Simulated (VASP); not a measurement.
A run of VASP 6.6.1:

Contents of INCAR:

```
SYSTEM = Se
ALGO = Normal ; EDIFF = 1E-7
ENCUT = 520 ; GGA = PE
ISIF = 2 ; ISMEAR = -1
LASPH = .TRUE. ; LCHARG = .FALSE.
LREAL = .FALSE. ; LWAVE = .FALSE.
NBANDS = 9 ; NELM = 100
PREC = Accurate ; SIGMA = 0.1
```

File KPOINTS:

```
k-points
0
G
  21 21 21
  0 0 0
```

Contents of POSCAR:

```
Se
1.0
   -1.2751022329      1.2751022329      1.2751022329
    1.2751022329     -1.2751022329      1.2751022329
    1.2751022329      1.2751022329     -1.2751022329
Se
1
Direct
    0.0000000000      0.0000000000      0.0000000000
```

Potentials or basis: VASP PAW PBE potentials, release 64 (Se).

Command:

```sh
$ cat potpaw_PBE.64/Se/POTCAR > POTCAR
$ mpirun -np 1 vasp_std > vasp.out
```

Hardware: 1 thread of Intel(R) Xeon(R) 6975P-C (Granite Rapids) (shared host).

**Question.** How long does it take, and how much memory?

**Answer.** Wall time 5 s on 1 thread of Intel(R) Xeon(R) 6975P-C (Granite Rapids), with other jobs on the host, peak memory 0.13 GiB. Counts: scf iterations 12, k points 286.
